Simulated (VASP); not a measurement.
Wanted: the native input for a VASP 6.6.1 run.

* Task: single point
* Functional: PBEsol
* Potentials or basis: VASP PAW PBE potentials, release 64 (Hf_pv)
* Cutoff: 520 eV
* k mesh: 10 × 10 × 14
* Occupations: gaussian, width 0.05 eV
* Spin: no spin polarisation
* Dipole correction: no
* Further INCAR settings: ALGO = Fast; EDIFF = 1e-06; NBANDS = 22

The structure of Hf lies in POSCAR:

```
Hf
1.0
    4.6379808081      0.0000000000      0.0000000000
   -2.3189904041      4.0166092021      0.0000000000
    0.0000000000      0.0000000000      2.8917589834
Hf
3
Direct
    0.6666666667      0.3333333333      0.5000000000
    0.3333333333      0.6666666667      0.5000000000
    0.0000000000      0.0000000000      0.0000000000
```

This isn't the form of Hf at room conditions, which is hcp.

One way to write it, as run:

INCAR

```
ALGO = Fast ; EDIFF = 1E-6
ENCUT = 520 ; GGA = PS
ISIF = 2 ; ISMEAR = 0
LASPH = True ; LCHARG = True
LELF = True ; LREAL = False
LVHAR = True ; LWAVE = False
NBANDS = 22 ; NELM = 80
PREC = Accurate ; SIGMA = 0.05
```

KPOINTS

```
k-points
0
Gamma
  10 10 14
```

Potentials or basis: VASP PAW PBE potentials, release 64 (Hf_pv).

Command:

```sh
$ cat potpaw_PBE.64/Hf_pv/POTCAR > POTCAR
$ mpirun -np 1 vasp_std > vasp.out
```

It gave:

| Quantity | Value |
| --- | --- |
| Pressure | 26.8 GPa |
| Band gap on the k mesh | zero (bands 15 and 16 overlap by 1.03 eV) |

Caveat: the cell stands under pressure; the PAW data sets were made with another functional, which shifts forces and pressure a little; spin-orbit coupling is left out, which moves the levels of the heavy elements.

Run time: 46 s on 1 thread of Intel(R) Xeon(R) 6975P-C (Granite Rapids), with other jobs on the host, peak memory 0.24 GiB.
